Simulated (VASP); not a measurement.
# Sb (Fm-3m) in VASP: notebook

The runs below take Sb through single point, with LDA.

Program: VASP 6.6.1. These are calculated values, not measurements. Logs are shortened: lines on timing, memory, paths and dates and some standing lists are left out, and cuts for length are marked.

## Step 1: The cell of the first run

It takes space group Fm-3m (No. 225, cubic). Conventional cell: a = 4.678 Å, b = 4.678 Å, c = 4.678 Å, α = 90.00°, β = 90.00°, γ = 90.00°. Within 4.4 Å of Sb (site symmetry m-3m) lie 12 Sb at 3.31 Å.

## Step 2: Single point, LDA (volume scaled by 0.96)

The input, INCAR:

```
PREC = Accurate ; ENCUT = 520
EDIFF = 1E-6 ; ISMEAR = -1
SIGMA = 0.05 ; LREAL = F
LASPH = T ; NELM = 100
ALGO = Normal ; ISIF = 2
LWAVE = F ; LCHARG = T
GGA = CA ; LELF = T
LVHAR = T ; NBANDS = 8
```

The input, KPOINTS:

```
regular mesh
0
Gamma
  10 10 10
```

The input, POSCAR:

```
Sb
1.0
    0.0000000000      2.3391947752      2.3391947752
    2.3391947752      0.0000000000      2.3391947752
    2.3391947752      2.3391947752      0.0000000000
Sb
1
Direct
    0.0000000000      0.0000000000      0.0000000000
```

Potentials or basis: VASP PAW LDA potentials, release 64 (Sb).

Command:

```
> cat potpaw_LDA.64/Sb/POTCAR > POTCAR
> mpirun -np 1 vasp_std > vasp.out
```

OUTCAR:

```text
PREC = Accurate
   ENCUT = 520
   EDIFF = 1E-6
   ISMEAR = -1
   LREAL = F
   LASPH = T
   NELM = 100
   ISIF = 2
   GGA = CA

 ion  position               nearest neighbor table
   1  0.000  0.000  0.000-

  LATTYP: Found a face centered cubic cell.
 ALAT       =     4.6783895504

  Lattice vectors:

 A1 = (   0.0000000000,   2.3391947752,   2.3391947752)
 A2 = (   2.3391947752,   0.0000000000,   2.3391947752)
 A3 = (   2.3391947752,   2.3391947752,   0.0000000000)

Analysis of symmetry for initial positions (statically):
=====================================================================
 Subroutine PRICEL returns:
 Original cell was already a primitive cell.

 Routine SETGRP: Setting up the symmetry group for a
 face centered cubic supercell.

 Subroutine GETGRP returns: Found 48 space group operations
[... 9 lines left out ...]

 Routine SETGRP: Setting up the symmetry group for a
 face centered cubic supercell.

 Subroutine GETGRP returns: Found 48 space group operations
[... 11 lines left out ...]
                                     Primitive cell

  volume of cell :      25.5994

  direct lattice vectors                    reciprocal lattice vectors
     0.000000000  2.339194775  2.339194775    -0.213748767  0.213748767  0.213748767
     2.339194775  0.000000000  2.339194775     0.213748767 -0.213748767  0.213748767
     2.339194775  2.339194775  0.000000000     0.213748767  0.213748767 -0.213748767

  length of vectors
     3.308120976  3.308120976  3.308120976     0.370223725  0.370223725  0.370223725

  position of ions in fractional coordinates (direct lattice)
     0.000000000  0.000000000  0.000000000

  ion indices of the primitive-cell ions
   primitive index   ion index
                 1           1

----------------------------------------------------------------------------------------

 KPOINTS: regular mesh

Automatic generation of k-mesh.
 Grid dimensions read from file:
 generate k-points for:   10   10   10

 Generating k-lattice:

  Cartesian coordinates                     Fractional coordinates (reciprocal lattice)
    -0.021374877  0.021374877  0.021374877     0.100000000  0.000000000  0.000000000
     0.021374877 -0.021374877  0.021374877     0.000000000  0.100000000  0.000000000
     0.021374877  0.021374877 -0.021374877     0.000000000  0.000000000  0.100000000

  Length of vectors
     0.037022373  0.037022373  0.037022373

  Shift w.r.t. Gamma in fractional coordinates (k-lattice)
     0.000000000  0.000000000  0.000000000

 Subroutine IBZKPT returns following result:
 ===========================================

 Found     47 irreducible k-points:

 Following reciprocal coordinates:
            Coordinates               Weight
  0.000000  0.000000  0.000000      1.000000
  0.100000  0.000000  0.000000      8.000000
  0.200000  0.000000  0.000000      8.000000
  0.300000  0.000000  0.000000      8.000000
  0.400000  0.000000  0.000000      8.000000
  0.500000  0.000000  0.000000      4.000000
[... 16 lines left out ...]
  0.300000  0.300000  0.000000      6.000000
  0.400000  0.300000  0.000000     24.000000
 [... further k-points ...]
   k-points           NKPTS =     47   k-points in BZ     NKDIM =     47   number of bands    NBANDS=      8
   number of dos      NEDOS =    301   number of ions     NIONS =      1
   total plane-waves  NPLWV =  21952
   dimension x,y,z NGX =    28 NGY =   28 NGZ =   28
   dimension x,y,z NGXF=    56 NGYF=   56 NGZF=   56
   ions per type =               1
   NGX,Y,Z   is equivalent  to a cutoff of  14.07, 14.07, 14.07 a.u.
   NGXF,Y,Z  is equivalent  to a cutoff of  28.14, 28.14, 28.14 a.u.
 SYSTEM =  unknown system
   PREC   = accura    normal or accurate (medium, high low for compatibility)
   ISTART =      0    job   : 0-new  1-cont  2-samecut
   ICHARG =      2    charge: 1-file 2-atom 10-const
   ISPIN  =      1    spin polarized calculation?
   LNONCOLLINEAR =      F non collinear calculations
   LSORBIT =      F    spin-orbit coupling
   LASPH  =      T    aspherical Exc in radial PAW
   ENCUT  =  520.0 eV  38.22 Ry    6.18 a.u.   6.15  6.15  6.15*2*pi/ulx,y,z
   NELM   =    100;   NELMIN=  2; NELMDL= -5     # of ELM steps
   EDIFF  = 0.1E-05   stopping-criterion for ELM
   LREAL  =      F    real-space projection
   EDIFFG = 0.1E-04   stopping-criterion for IOM
   NSW    =      0    number of steps for IOM
   IBRION =     -1    ionic relax: 0-MD 1-quasi-New 2-CG
   NFREE  =      0    steps in history (QN), initial steepest desc. (CG)
   ISIF   =      2    stress and relaxation
   ISYM   =      2    0-nonsym 1-usesym 2-fastsym
   POTIM  = 0.5000    time-step for ionic-motion
   TEBEG  =    0.0;   TEEND  =   0.0 temperature during run
   PSTRESS=    0.0 pullay stress
   NELECT =       5.0000    total number of electrons
   NUPDOWN=      -1.0000    fix difference up-down
   EMIN   =  10.00;   EMAX   =-10.00  energy-range for DOS
   EFERMI =   0.00;   METHOD = LEGACY
   ISMEAR =    -1;   SIGMA  =   0.05  broadening in eV -4-tet -1-fermi 0-gaus
   EFERMI_NEDOS =   21; number of points for ismear=-14 and -15
   IALGO  =     38    algorithm
   IMIX   =      4    mixing-type and parameters
     AMIX     =   0.40;   BMIX     =  1.00
     AMIX_MAG =   1.60;   BMIX_MAG =  1.00
  volume/ion in A,a.u.               =      25.60       172.75
  Fermi-wavevector in a.u.,A,eV,Ry     =   0.949850  1.794957 12.275386  0.902215
  Thomas-Fermi vector in A             =   2.078172
   LORBIT       =      0    0 simple, 1 ext, 2 COOP (PROOUT), +10 PAW based schemes
   GGA     = CA    functional components
   LHFCALC =     F    Hartree Fock is set to
   AEXX    =    0.0000 exact exchange contribution
   IVDW    =     0    specifies the selected vdW correction
   LEPSILON=     F    determine dielectric tensor
   LRPA    =     F    only Hartree local field effects (RPA)
 non-spin polarized calculation
  energy-cutoff  :      520.00
  volume of cell :       25.60
 maximum number of plane-waves:       701
 NGX is ok and might be reduce to    28
   NGX = 13   NGY = 13   NGZ = 13

 number of electron       5.0000000 magnetization

 Free energy of the ion-electron system (eV)
  ---------------------------------------------------
  ext. energy  EPLUGINS =         0.00000000
  ---------------------------------------------------
  free energy    TOTEN  =        -4.53375125 eV

  energy without entropy =       -4.52685801  energy(sigma->0) =       -4.53030463

 E-fermi :   9.0511     XC(G=0): -10.5918

 val. band max:        8.9776578532   @ k =  -0.4000   0.4000   0.1000
 cond. band min:       9.0529658372   @ k =   0.3000   0.2000   0.0000
 fundamental gap:      0.0753079840
 Fermi energy:         9.0511368583

 k-point     1 :       0.0000    0.0000    0.0000
  band No.  band energies     occupation
      1      -4.2588      2.00000
      2      14.6905      0.00000
      3      14.6905      0.00000
      4      14.6905      0.00000
      5      19.0036      0.00000
      6      19.0036      0.00000
      7      19.0036      0.00000
      8      19.4148      0.00000

 k-point     2 :       0.1000    0.0000    0.0000
  band No.  band energies     occupation
      1      -4.0518      2.00000
      2      12.9029      0.00000
      3      14.4192      0.00000
      4      14.4192      0.00000
      5      18.0831      0.00000
      6      19.4207      0.00000
      7      19.4207      0.00000
      8      21.4149      0.00000

 k-point     3 :       0.2000    0.0000    0.0000
  band No.  band energies     occupation
      1      -3.4349      2.00000
      2       9.8159      0.00000
      3      13.8678      0.00000
      4      13.8678      0.00000
      5      17.6134      0.00000
      6      19.7800      0.00000
      7      19.7800      0.00000
      8      21.5169      0.00000

 k-point     4 :       0.3000    0.0000    0.0000
  band No.  band energies     occupation
      1      -2.4297      2.00000
      2       6.8172      2.00000
      3      13.3535      0.00000
      4      13.3535      0.00000
      5      17.4077      0.00000
      6      19.0309      0.00000
      7      19.0309      0.00000
      8      20.2303      0.00000

 k-point     5 :       0.4000    0.0000    0.0000
  band No.  band energies     occupation
      1      -1.1387      2.00000
      2       4.2788      2.00000
      3      13.0126      0.00000
      4      13.0126      0.00000
      5      17.4316      0.00000
      6      18.4023      0.00000
      7      18.4023      0.00000
      8      19.2256      0.00000

 k-point     6 :       0.5000    0.0000    0.0000
  band No.  band energies     occupation
      1      -0.2521      2.00000
      2       2.9697      2.00000
      3      12.8947      0.00000
      4      12.8947      0.00000
      5      17.5178      0.00000
      6      18.1805      0.00000
      7      18.1805      0.00000
      8      18.8085      0.00000

 k-point     7 :       0.1000    0.1000    0.0000
  band No.  band energies     occupation
      1      -3.9827      2.00000
      2      13.6542      0.00000
      3      13.6683      0.00000
      4      13.6683      0.00000
      5      17.2093      0.00000
      6      20.2179      0.00000
      7      20.2179      0.00000
      8      20.2825      0.00000
[... 133 lines left out ...]
 k-point    20 :      -0.4000    0.2000    0.0000
  band No.  band energies     occupation
      1       0.2525      2.00000
      2       3.9079      2.00000
      3       8.7076      1.99793
      4      11.7861      0.00000
      5      15.5897      0.00000
      6      20.2744      0.00000
      7      20.6764      0.00000
      8      23.5106      0.00000

 k-point    21 :      -0.3000    0.2000    0.0000
  band No.  band energies     occupation
      1      -0.8993      2.00000
      2       5.7156      2.00000
      3       8.4951      1.99997
      4      12.6404      0.00000
      5      16.3853      0.00000
      6      20.0553      0.00000
      7      20.3751      0.00000
      8      22.0325      0.00000

 k-point    22 :      -0.2000    0.2000    0.0000
  band No.  band energies     occupation
      1      -2.0919      2.00000
      2       7.9311      2.00000
      3       9.0773      0.74421
      4      13.6346      0.00000
      5      17.5516      0.00000
      6      19.7559      0.00000
      7      20.0103      0.00000
      8      20.4527      0.00000

 k-point    23 :       0.3000    0.3000    0.0000
  band No.  band energies     occupation
      1      -1.8020      2.00000
      2       8.6834      1.99872
      3      10.6312      0.00000
      4      10.6312      0.00000
      5      14.5841      0.00000
      6      14.8583      0.00000
      7      24.2484      0.00000
      8      24.2677      0.00000

 k-point    24 :       0.4000    0.3000    0.0000
  band No.  band energies     occupation
      1      -0.8239      2.00000
      2       6.9939      2.00000
      3       9.3119      0.01081
      4      10.2548      0.00000
      5      14.2863      0.00000
      6      15.5462      0.00000
      7      23.6238      0.00000
      8      24.3999      0.00000

 [... further k-points ...]
[... 5 lines left out ...]
  --------------------------------------------------------------------------------------
  -------------------------------------------------------------------------------------
  Total        0.0482453      0.0482453      0.0482453      0.0000000     -0.0000000      0.0000000
  in kB        3.0195101      3.0195101      3.0195101      0.0000000     -0.0000000      0.0000000
  external PRESSURE =       3.0195101 kB  Pullay stress =       0.0000000 kB

 VOLUME and BASIS-vectors are now :
 -----------------------------------------------------------------------------
  energy-cutoff  :      520.00
  volume of cell :       25.60
      direct lattice vectors                 reciprocal lattice vectors
     0.000000000  2.339194775  2.339194775    -0.213748767  0.213748767  0.213748767
     2.339194775  0.000000000  2.339194775     0.213748767 -0.213748767  0.213748767
     2.339194775  2.339194775  0.000000000     0.213748767  0.213748767 -0.213748767

 POSITION                                       TOTAL-FORCE (eV/Angst)
 -----------------------------------------------------------------------------------
      0.00000      0.00000      0.00000        -0.000000     -0.000000      0.000000
 -----------------------------------------------------------------------------------
    total drift:                                0.000000      0.000000      0.000000

  FREE ENERGIE OF THE ION-ELECTRON SYSTEM (eV)
  ---------------------------------------------------
  free  energy   TOTEN  =        -4.5337512541 eV

  energy  without entropy=       -4.5268580141  energy(sigma->0) =       -4.53030463
```

Run time: 9.7 s. Hardware: 1 thread of Intel Xeon 8259CL, shared host; peak memory 0.14 GiB.

Results:

```yaml
Free_energy: -4.5338 eV
Pressure: 0.3 GPa
```

Caveat: spin-orbit coupling is left out, which moves the levels of the heavy elements.

## Step 3: Single point, LDA (volume scaled by 0.98)

The input, INCAR:

```
SYSTEM = Sb
PREC     = Accurate       ! precision mode
ENCUT    = 520            ! plane-wave cutoff, eV
EDIFF    = 1E-6           ! SCF threshold, eV
ISMEAR   = -1             ! smearing method
SIGMA    = 0.05           ! smearing width, eV
LREAL    = .FALSE.        ! projectors in reciprocal space
LASPH    = .TRUE.         ! aspherical terms in the spheres
NELM     = 80             ! most SCF steps
ALGO     = Normal         ! electronic algorithm
ISIF     = 2              ! what is computed and relaxed
LWAVE    = .FALSE.        ! write WAVECAR
LCHARG   = .FALSE.        ! write CHGCAR
NBANDS   = 8              ! bands
```

The input, KPOINTS:

```
regular mesh
0
G
  10 10 10
  0 0 0
```

The input, POSCAR:

```
Sb
1.0
    0.0000000000      2.3553276627      2.3553276627
    2.3553276627      0.0000000000      2.3553276627
    2.3553276627      2.3553276627      0.0000000000
Sb
1
Direct
    0.0000000000      0.0000000000      0.0000000000
```

Potentials or basis: VASP PAW LDA potentials, release 64 (Sb).

Command:

```
> cat potpaw_LDA.64/Sb/POTCAR > POTCAR
> mpirun -np 1 vasp_std > vasp.out
```

Run time: 10 s. Hardware: 1 thread of Intel Xeon 8259CL, shared host; peak memory 0.14 GiB.

The run converged. Its results:

| Property | Result |
| --- | --- |
| Free energy | -4.5325 eV |
| Pressure | -1.0 GPa |

Levels at points of the mesh, in eV from the Fermi level:
```
           k point  band 1  band 2  band 3  band 4  band 5  band 6
(0.00, 0.00, 0.00)  -13.14    5.48    5.48    5.48    9.89    9.89
(0.50, 0.00, 0.00)   -9.25   -5.94    3.74    3.74    8.34    9.08
(0.50, 0.50, 0.00)   -7.57   -5.03    0.39    0.39    4.24    4.67
```

Caveat: spin-orbit coupling is left out, which moves the levels of the heavy elements.

## Step 4: Single point, LDA (volume scaled by 1.02)

The input, INCAR:

```
ALGO     = Normal         # electronic algorithm
EDIFF    = 1E-7           # SCF threshold, eV
ENCUT    = 520            # plane-wave cutoff, eV
GGA      = CA             # functional
ISIF     = 2              # what is computed and relaxed
ISMEAR   = -1             # smearing method
LASPH    = True           # aspherical terms in the spheres
LCHARG   = False          # write CHGCAR
LREAL    = False          # projectors in reciprocal space
LWAVE    = False          # write WAVECAR
NBANDS   = 8              # bands
NELM     = 80             # most SCF steps
PREC     = Accurate       # precision mode
SIGMA    = 0.05           # smearing width, eV
```

The input, KPOINTS:

```
k-points
0
Gamma
  10 10 10
```

The input, POSCAR:

```
Sb
1.0
    0.0000000000      2.3869465721      2.3869465721
    2.3869465721      0.0000000000      2.3869465721
    2.3869465721      2.3869465721      0.0000000000
Sb
1
Direct
    0.0000000000      0.0000000000      0.0000000000
```

Potentials or basis: VASP PAW LDA potentials, release 64 (Sb).

Command:

```
> cat potpaw_LDA.64/Sb/POTCAR > POTCAR
> mpirun -np 1 vasp_std > vasp.out
```

OUTCAR:

```text
EDIFF = 1E-7
   ENCUT = 520
   GGA = CA
   ISIF = 2
   ISMEAR = -1
   LASPH = True
   LREAL = False
   NELM = 80
   PREC = Accurate

 ion  position               nearest neighbor table
   1  0.000  0.000  0.000-

  LATTYP: Found a face centered cubic cell.
 ALAT       =     4.7738931442

  Lattice vectors:

 A1 = (   0.0000000000,   2.3869465721,   2.3869465721)
 A2 = (   2.3869465721,   0.0000000000,   2.3869465721)
 A3 = (   2.3869465721,   2.3869465721,   0.0000000000)

Analysis of symmetry for initial positions (statically):
[... 435 lines left out ...]
      3       8.5152      0.00906
      4       9.3730      0.00000
      5      13.4530      0.00000
      6      14.6261      0.00000
      7      22.4698      0.00000
      8      23.1454      0.00000

 [... further k-points ...]
[... 5 lines left out ...]
  --------------------------------------------------------------------------------------
  -------------------------------------------------------------------------------------
  Total       -0.5733868     -0.5733868     -0.5733868      0.0000000      0.0000000      0.0000000
  in kB      -33.7753781    -33.7753781    -33.7753781      0.0000000      0.0000000      0.0000000
  external PRESSURE =     -33.7753781 kB  Pullay stress =       0.0000000 kB

 VOLUME and BASIS-vectors are now :
 -----------------------------------------------------------------------------
  energy-cutoff  :      520.00
  volume of cell :       27.20
      direct lattice vectors                 reciprocal lattice vectors
     0.000000000  2.386946572  2.386946572    -0.209472640  0.209472640  0.209472640
     2.386946572  0.000000000  2.386946572     0.209472640 -0.209472640  0.209472640
     2.386946572  2.386946572  0.000000000     0.209472640  0.209472640 -0.209472640

 POSITION                                       TOTAL-FORCE (eV/Angst)
 -----------------------------------------------------------------------------------
      0.00000      0.00000      0.00000         0.000000      0.000000      0.000000
 -----------------------------------------------------------------------------------
    total drift:                                0.000000      0.000000      0.000000

  FREE ENERGIE OF THE ION-ELECTRON SYSTEM (eV)
  ---------------------------------------------------
  free  energy   TOTEN  =        -4.5177634949 eV

  energy  without entropy=       -4.5116906080  energy(sigma->0) =       -4.51472705
```

stdout:

```text
POSCAR found type information on POSCAR Sb
 POSCAR found :  1 types and       1 ions
 scaLAPACK will be used
 LDA part: xc-table for (Slater(with rela. corr.)+CA(PZ))
 , standard interpolation
 POSCAR, INCAR and KPOINTS ok, starting setup
 FFT: planning ... GRIDC
 FFT: planning ... GRID_SOFT
 FFT: planning ... GRID
 WAVECAR not read
 entering main loop
```

It took 10 s on 1 thread of Intel Xeon 8259CL, shared host; peak memory 0.14 GiB.

What came out:

```yaml
Free_energy: -4.5178 eV
Pressure: -3.4 GPa
```

Levels at points of the mesh, in eV from the Fermi level:
| k point | band 1 | band 2 | band 3 | band 4 | band 5 |
| --- | --- | --- | --- | --- | --- |
| (0.00, 0.00, 0.00) | -12.84 | 5.18 | 5.18 | 5.18 | 9.76 |
| (0.50, 0.00, 0.00) | -9.17 | -5.70 | 3.54 | 3.54 | 8.08 |
| (0.50, 0.50, 0.00) | -7.60 | -4.82 | 0.38 | 0.38 | 4.20 |

Caveat: spin-orbit coupling is left out, which moves the levels of the heavy elements.

## Step 5: The runs side by side

| cell | gap on the mesh (eV) | pressure (GPa) |
| --- | --- | --- |
| a = 3.308 Å, angles 60.0°, 1 atom | none | 0.3 |
| a = 3.331 Å, angles 60.0°, 1 atom | none | -1.0 |
| a = 3.376 Å, angles 60.0°, 1 atom | none | -3.4 |

Alike in all rows: task single point; level LDA; potentials or basis VASP PAW LDA potentials, release 64 (Sb); no spin polarisation; k mesh 10 × 10 × 10; cutoff (eV) 520; smearing fermi-dirac 0.05 eV.

Caveats: spin-orbit coupling is left out, which moves the levels of the heavy elements.

Total energies depend on the potentials used, so only differences within one code and one set of settings carry meaning.
